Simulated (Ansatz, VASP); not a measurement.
**Two plane-wave programs on CuO**

```
Cu O
1.0
     2.07594   -2.09356    0.00000
     2.07594    2.09356    0.00000
     0.00000    0.00000    5.21769
Cu O
2 2
Direct
  0.00000 0.50000 0.00000
  0.50000 0.00000 0.50000
  0.50000 0.50000 0.25000
  0.50000 0.50000 0.75000
```

Alike in both runs: functional PBE; k mesh 14 × 14 × 8; occupations gaussian, width 0.1 eV; collinear spin; Hubbard terms Cu d U = 4.0 eV.

Ansatz relaxed the structure, and its values are those at the end. VASP's run is a single point on that final structure, the one shown.

|  | VASP | Ansatz |
| --- | --- | --- |
| version | VASP 6.6.1 | Ansatz 0.2.0 |
| potentials or method | VASP PAW PBE potentials, release 64 (Cu, O), cutoff 520 eV | scalar-relativistic, plane waves, PAW |
| valence electrons in the cell | 34 | 50 |

|  | VASP | Ansatz | Ansatz less VASP |
| --- | --- | --- | --- |
| gap on the k mesh at the Fermi level (eV) | none | none | - |
| pressure (GPa) | -2.6 | 0.0 | +2.64 |
| net moment per atom (μB) | 0.49 | 0.46 | -0.025 |
| size of the moment on the site where the two differ most (μB) | 0.63 | 0.58 | -0.053 |

Site moments also hang on the region over which each program counts them. The programs project onto different local orbitals, so the same U acts differently, and such runs can settle in different states. A gap of «none» marks a metal or a gap that the smearing closes. VASP's potentials hold 34 valence electrons a cell and Ansatz's 50, so a difference there can come from the potentials and not from the codes. Ansatz's warnings: filled band counts differ across k points.
